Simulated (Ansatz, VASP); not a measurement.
**Two plane-wave programs on WS2**

Contents of INCAR:

```
SYSTEM = WS2
PREC = Accurate
ENCUT = 520
EDIFF = 1E-6
ISMEAR = 0
SIGMA = 0.02
LREAL = .False.
LASPH = .True.
NELM = 80
ALGO = Normal
ISIF = 2
LWAVE = .False.
LCHARG = .False.
GGA = PE
NBANDS = 49
```

KPOINTS

```
regular mesh
0
Gamma
  12 12 1
  0 0 0
```

Contents of POSCAR:

```
WS2
1.0
    3.1829541699      0.0000000000      0.0000000000
   -1.5914770850      2.7565191702      0.0000000000
    0.0000000000      0.0000000000     28.5322178600
W S
3 6
Direct
    0.6666666667      0.3333333333      0.6592864300
    0.3333333333      0.6666666667      0.8855337800
    0.3333333333      0.6666666667      0.4343616800
    0.6666666667      0.3333333333      0.9401857300
    0.6666666667      0.3333333333      0.4890304200
    0.3333333333      0.6666666667      0.7139522100
    0.6666666667      0.3333333333      0.8308482800
    0.6666666667      0.3333333333      0.3797102500
    0.3333333333      0.6666666667      0.6046252100
```

Input for Ansatz:

```yaml
crystal:
  lattice:
    - [3.1829541699, 0.0, 0.0]
    - [-1.591477085, 2.7565191702, 0.0]
    - [0.0, 0.0, 28.53221786]
  atoms:
    - { symbol: W, position: [0.6666666667, 0.3333333333, 0.65928643] }
    - { symbol: W, position: [0.3333333333, 0.6666666667, 0.88553378] }
    - { symbol: W, position: [0.3333333333, 0.6666666667, 0.43436168] }
    - { symbol: S, position: [0.6666666667, 0.3333333333, 0.94018573] }
    - { symbol: S, position: [0.6666666667, 0.3333333333, 0.48903042] }
    - { symbol: S, position: [0.3333333333, 0.6666666667, 0.71395221] }
    - { symbol: S, position: [0.6666666667, 0.3333333333, 0.83084828] }
    - { symbol: S, position: [0.6666666667, 0.3333333333, 0.37971025] }
    - { symbol: S, position: [0.3333333333, 0.6666666667, 0.60462521] }
basis:
  ecutwfc: 420
kpoints:
  mp_grid: { grid: [12, 12, 1] }
hamiltonian:
  xc: pbe
scf:
  occupations: { method: gaussian, width: 0.02 }
  mixing: { ndim: 2, algorithm: broyden }
  max_iter: 120
  lower_state_search: "off"
  initial_density: { chi_scale: 0, normalization: atom }
output:
  forces: true
  stress: true
  eigenvalues: true
```

Alike in both runs: task single point; functional PBE; k mesh 12 × 12 × 1; occupations gaussian, width 0.02 eV; no spin polarisation.

|  | VASP | Ansatz |
| --- | --- | --- |
| version | VASP 6.6.1 | Ansatz 0.2.0 |
| potentials or method | VASP PAW PBE potentials, release 64 (W_sv, S), cutoff 520 eV | scalar-relativistic, plane waves, PAW |
| valence electrons in the cell | 78 | 78 |

Ansatz gave:

```
gap on the k mesh at the Fermi level (eV) : 1.34
least direct gap on the mesh (eV)         : 1.76
rms of the force components (eV/Å)        : 0.107
```

Estimate VASP's values.

gap on the k mesh at the Fermi level (eV): 1.36; least direct gap on the mesh (eV): 1.76; rms of the force components (eV/Å): 0.108.

Atom by atom the forces differ by 0.001 eV/Å (rms over components).

Neither program's run includes spin-orbit coupling.
